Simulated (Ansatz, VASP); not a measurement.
# Two plane-wave programs on C

```
C
1.0
     0.00000    1.42315   -3.36094
    -2.46496    0.00000    0.00000
     0.41083    9.96900    1.02283
C
10
Direct
  0.97084 0.54821 0.88926
  0.72102 0.41140 0.06838
  0.78348 0.94560 0.27360
  0.84593 0.47980 0.47882
  0.90839 0.01401 0.68404
  0.74143 0.92281 0.13684
  0.80389 0.45701 0.34206
  0.86634 0.99121 0.54728
  0.92880 0.52542 0.75250
  0.99125 0.05962 0.95772
```

Alike in both runs: task single point; functional PBE; dispersion D3(BJ); k mesh 7 × 11 × 3; occupations gaussian, width 0.05 eV; no spin polarisation.

|  | VASP | Ansatz |
| --- | --- | --- |
| version | VASP 6.6.1 | Ansatz 0.2.0 |
| potentials or method | VASP PAW PBE potentials, release 64 (C), cutoff 520 eV | scalar-relativistic, plane waves, PAW |
| valence electrons in the cell | 40 | 40 |

VASP gave:

| Item | Value |
| --- | --- |
| gap on the k mesh at the Fermi level (eV) | none |
| pressure (GPa) | 9.3 |
| traceless stress, the component that is largest in VASP (GPa) | 11.38 |
| rms of the force components (eV/Å) | 1.535 |

Problem. What did Ansatz give for the same quantities?

Solution. gap on the k mesh at the Fermi level (eV): none; pressure (GPa): 8.8; traceless stress, the component that is largest in VASP (GPa): 11.39; rms of the force components (eV/Å): 1.536.

Atom by atom the forces differ by 0.013 eV/Å (rms over components). A gap of «none» marks a metal or a gap that the smearing closes.
